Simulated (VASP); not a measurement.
Bi2Te3, 5 atoms in the cell. Symmetry: R-3m, No. 166, trigonal system. Conventional cell: a = 4.298 Å, b = 4.298 Å, c = 30.497 Å, α = 90.00°, β = 90.00°, γ = 120.00°. Within 4.0 Å of Bi (site symmetry 3m) lie 6 Te at 3.03 to 3.21 Å. Te (site symmetry -3m) has 6 Bi at 3.21 Å and 6 Te at 4.30 Å within 4.3 Å. Te (site symmetry 3m) has 3 Bi at 3.03 Å and 3 Te at 3.60 Å within 4.0 Å.  This cell differs from its parent crystal: equal xx and yy strain of -2 %.

| Quantity | Value |
| --- | --- |
| Program | VASP 6.6.1 |
| Task | electric field gradients |
| Functional | PBEsol |
| Potentials or basis | VASP PAW PBE potentials, release 64 (Bi_d, Te) |
| Cutoff | 520 eV |
| k mesh | 7 × 7 × 7 |
| Occupations | fermi-dirac, width 0.08 eV |
| Spin | no spin polarisation |
| Dipole correction | no |
| Further INCAR settings | ALGO = Normal; EDIFF = 1e-08; NBANDS = 32 |

Potentials or basis: VASP PAW PBE potentials, release 64 (Bi_d, Te).

Launch:

```console
$ cat potpaw_PBE.64/Bi_d/POTCAR potpaw_PBE.64/Te/POTCAR > POTCAR
$ mpirun -np 1 vasp_std > vasp.out
```

Hardware: 1 thread of Intel(R) Xeon(R) Platinum 8375C CPU @ 2.90GHz (Ice Lake) (shared host).

How long does it take, and how much memory?

It took 20 min on 1 thread of Intel(R) Xeon(R) Platinum 8375C CPU @ 2.90GHz (Ice Lake), on a shared host, peak memory 1 GiB. Counts: scf iterations 18, k points 44.
